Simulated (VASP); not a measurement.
Here is a VASP 6.6.1 calculation.

The input INCAR:

```
SYSTEM = MgO
PREC = Accurate
ENCUT = 600
EDIFF = 1E-6
ISMEAR = -1
SIGMA = 0.02
LREAL = .FALSE.
LASPH = .TRUE.
NELM = 120
ALGO = Normal
ISIF = 2
LWAVE = .FALSE.
LCHARG = .FALSE.
GGA = CA
NBANDS = 11
GGA_COMPAT = .FALSE.
```

Contents of KPOINTS:

```
regular mesh
0
G
  8 8 8
  0 0 0
```

Contents of POSCAR:

```
MgO
1.0
   -0.0210850000      2.1085000000      2.1085000000
    2.1085000000     -0.0210850000      2.1085000000
    2.0874150000      2.0874150000      0.0000000000
Mg O
1 1
Direct
    0.0000000000      0.0000000000      0.0000000000
    0.5000000000      0.5000000000      0.5000000000
```

Potentials or basis: VASP PAW LDA potentials, release 64 (Mg, O).

The run is started by

```console
$ cat potpaw_LDA.64/Mg/POTCAR potpaw_LDA.64/O/POTCAR > POTCAR
$ mpirun -np 1 vasp_std > vasp.out
```

**Question.** What does it give for the band gap on the k mesh?

**Answer.** 4.54 eV, direct.

**Question.** What does it give for the pressure?

**Answer.** -8.5 GPa.

Stress tensor (GPa, compression positive):
```
-8.43  2.96  0.00
 2.96 -8.43  0.00
 0.00  0.00 -8.52
```

A hybrid or GW would open this gap; LDA tends to underestimate it.
